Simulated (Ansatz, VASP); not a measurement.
# Two plane-wave programs on TiTe2

```
Ti Te
1.0
     3.77700    0.00000    0.00000
    -1.88850    3.27098    0.00000
     0.00000    0.00000    6.49800
Ti Te
1 2
Direct
  0.00000 0.00000 0.00000
  0.66667 0.33333 0.26280
  0.33333 0.66667 0.73720
```

Alike in both runs: task relaxation of cell and atoms; functional PBE; k mesh 10 × 10 × 5; occupations fermi-dirac, width 0.1 eV; no spin polarisation.

```csv
,VASP,Ansatz
version,VASP 6.6.1,Ansatz 0.2.0
potentials or method,"VASP PAW PBE potentials, release 64 (Ti_sv, Te), cutoff 600 eV",PAW plane waves
valence electrons in the cell,24,44
```

Ansatz gave:

| Quantity | Value |
| --- | --- |
| gap on the k mesh at the Fermi level, each at its own relaxed structure (eV) | none |
| relaxed volume (Å³/atom) | 28.18 |
| relaxed length of the cell vector where the two differ most in proportion (Å) | 6.857 |

Q: What did VASP give for the same quantities?

A: gap on the k mesh at the Fermi level, each at its own relaxed structure (eV): none; relaxed volume (Å³/atom): 27.98; relaxed length of the cell vector where the two differ most in proportion (Å): 6.809.

A gap of «none» marks a metal or a gap that the smearing closes. VASP's potentials hold 24 valence electrons a cell and Ansatz's 44, so a difference there can come from the potentials and not from the codes.

Neither program's run includes spin-orbit coupling.
